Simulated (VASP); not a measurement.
Runs of VASP 6.6.1 on Mo. The structure is that of space group Im-3m (No. 229), or close to it. The cells are those of the table. 

```csv
cell,further INCAR settings,gap on the mesh (eV),pressure (GPa)
"a = 2.692 Å, angles 108.9, 110.6, 108.9°, 1 atom",ALGO = Fast; EDIFF = 1e-06; NBANDS = 13,none,(b)
"a = 2.719 Å, angles 109.7, 108.9, 109.7°, 1 atom",ALGO = Fast; EDIFF = 1e-06; NBANDS = 13,none,-2.1
"a = 2.728 Å, angles 110.0, 108.4, 110.0°, 1 atom",ALGO = Fast; EDIFF = 1e-07; NBANDS = 13,none,-4.7
"a = 2.683 Å, angles 108.7, 111.1, 108.7°, 1 atom",ALGO = Fast; EDIFF = 1e-07; NBANDS = 13,none,10.0
"a = 2.701 Å, angles 109.2, 110.0, 109.2°, 1 atom",ALGO = Fast; EDIFF = 1e-06; NBANDS = 13,none,3.6
"a = 2.674 Å, angles 108.4, 111.7, 108.4°, 1 atom",ALGO = Fast; EDIFF = 1e-06; NBANDS = 13,none,13.5
"a = 2.737 Å, angles 110.3, 107.9, 110.3°, 1 atom",ALGO = Fast; EDIFF = 1e-06; NBANDS = 13,none,(a)
```

Alike in all rows: task single point; level PBEsol; potentials or basis VASP PAW PBE potentials, release 64 (Mo_sv); no spin polarisation; k mesh 26 × 26 × 26; cutoff (eV) 520; smearing gaussian 0.15 eV.

**Question.** Estimate the missing entries.

**Answer.** (a) -7.1; (b) 6.7.

Caveats: the PAW data sets were made with another functional, which shifts forces and pressure a little.

A k mesh can miss the band edges, and the runs leave out spin-orbit coupling on Mo.

A gap of «none» marks levels without a gap at the run's occupations.
